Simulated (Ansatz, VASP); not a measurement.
**Os in VASP and in Ansatz**

```xyz
2
Lattice="2.7341 0.0000 0.0000 -1.3670 2.3678 0.0000 0.0000 0.0000 4.9677" Properties=species:S:1:pos:R:3 pbc="T T T"
Os    0.0000    1.5785    1.2419
Os    1.3670    0.7893    3.7257
```

Change from the starting cell: strain +0.1500 x Voigt [0, 0, 1, 0, 0, 0], atoms carried along.

Alike in both runs: task single point; functional r2SCAN; k mesh 21 × 21 × 12; occupations gaussian, width 0.15 eV; no spin polarisation.

```csv
,VASP,Ansatz
version,VASP 6.6.1,Ansatz 0.2.0
potentials or method,"VASP PAW PBE potentials, release 64 (Os), cutoff 520 eV","scalar-relativistic, plane waves, PAW"
valence electrons in the cell,16,32
```

Ansatz gave:

- gap on the k mesh at the Fermi level (eV): none
- pressure (GPa): -36.0
- traceless stress, the component that is largest in VASP (GPa): -34.22

Task: Which values does VASP return?

Result: gap on the k mesh at the Fermi level (eV): none; pressure (GPa): -35.9; traceless stress, the component that is largest in VASP (GPa): -33.80.

VASP's potentials were made for PBE, not for r2SCAN. A gap of «none» marks a metal or a gap that the smearing closes. Both programs put the cell under strong tension, so it lies far from rest at this level. VASP's potentials hold 16 valence electrons a cell and Ansatz's 32, so a difference there can come from the potentials and not from the codes.

Neither program's run includes spin-orbit coupling. Noted on VASP's run: the cell as given lies far from equilibrium.
